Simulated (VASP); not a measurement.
**Si: single point with LDA**

Si:

```xyz
1
Lattice="2.5550 0.0000 0.0000 -1.2775 2.2127 0.0000 0.0000 0.0000 2.5280" Properties=species:S:1:pos:R:3 pbc="T T T"
Si    0.0000    0.0000    0.0000
```

This cell differs from its parent crystal: strain -0.025 along x and y, +0.025 along z.

| Property | Result |
| --- | --- |
| Program | VASP 6.6.1 |
| Task | single point |
| Functional | LDA |
| Potentials or basis | VASP PAW LDA potentials, release 64 (Si) |
| Cutoff | 520 eV |
| k mesh | 24 × 24 × 20 |
| Occupations | gaussian, width 0.15 eV |
| Spin | no spin polarisation |

- Pressure: 2.3 GPa
- Band gap on the k mesh: zero (bands 2 and 3 overlap by 11.29 eV)

Stress tensor (GPa, compression positive):
```
 6.73  0.00  0.00
 0.00  6.73  0.00
 0.00  0.00 -6.62
```

Levels at points of the mesh, in eV from the Fermi level:
```
           k point  band 1  band 2  band 3  band 4  band 5  band 6
(0.00, 0.00, 0.00)  -14.34    6.61    6.98   11.50   11.50   12.89
(0.50, 0.00, 0.00)   -7.31   -6.89    5.88    6.96   11.90   14.00
(0.00, 0.00, 0.50)   -9.96   -7.40   14.64   14.64   15.20   15.20
(0.50, 0.00, 0.50)   -3.46   -2.16   -1.80    1.42    9.08   12.56
```

It took 62 s on 1 thread of Intel Xeon 8259CL, with other jobs on the host, peak memory 0.17 GiB.

Caveat: the cell differs from its parent crystal (strain -0.025 along x and y, +0.025 along z).
